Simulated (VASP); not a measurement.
Input of a VASP 6.6.1 run:

The input INCAR:

```
ALGO     = Normal         # electronic algorithm
EDIFF    = 1E-7           # SCF threshold, eV
EDIFFG   = -0.03          # ionic threshold
ENCUT    = 520            # plane-wave cutoff, eV
GGA      = PS             # functional
IBRION   = 2              # ionic algorithm
ISIF     = 2              # what is computed and relaxed
ISMEAR   = -1             # smearing method
KPAR     = 4            
LASPH    = True           # aspherical terms in the spheres
LCHARG   = False          # write CHGCAR
LREAL    = False          # projectors in reciprocal space
LWAVE    = False          # write WAVECAR
NELM     = 60             # most SCF steps
NSW      = 100            # ionic steps
PREC     = Accurate       # precision mode
SIGMA    = 0.05           # smearing width, eV
```

The input KPOINTS:

```
k-points
0
Gamma
  6 6 1
```

File POSCAR:

```
PbSe
1.0
    3.0500000000      3.0500000000      0.0000000000
   -3.0500000000      3.0500000000      0.0000000000
    0.0000000000      0.0000000000     22.1500000000
Se Pb
4 4
Direct
    0.5036400000      0.4937030000      0.2933810000
    0.5000020000      0.5052990000      0.5682720000
    0.0008380000      0.0081310000      0.4309520000
    0.0097300000      0.9929950000      0.7072190000
    0.9889030000      0.0016380000      0.2938310000
    0.9992260000      0.9981540000      0.5697930000
    0.4908040000      0.4995260000      0.4305100000
    0.5010180000      0.5073440000      0.7068960000
```

Potentials or basis: VASP PAW PBE potentials, release 64 (Se, Pb_d).

The run is started by

```sh
$ cat potpaw_PBE.64/Se/POTCAR potpaw_PBE.64/Pb_d/POTCAR > POTCAR
$ mpirun -np 4 vasp_std > vasp.out
```

(1) Estimate the energy gained by relaxing.

(2) What does it give for the band gap on the k mesh?

Results:

(1) 19.3 meV/atom.

(2) 1.10 eV.

Caveat: there is no dipole correction, which matters where the two faces differ; spin-orbit coupling is left out, which moves the levels of the heavy elements.
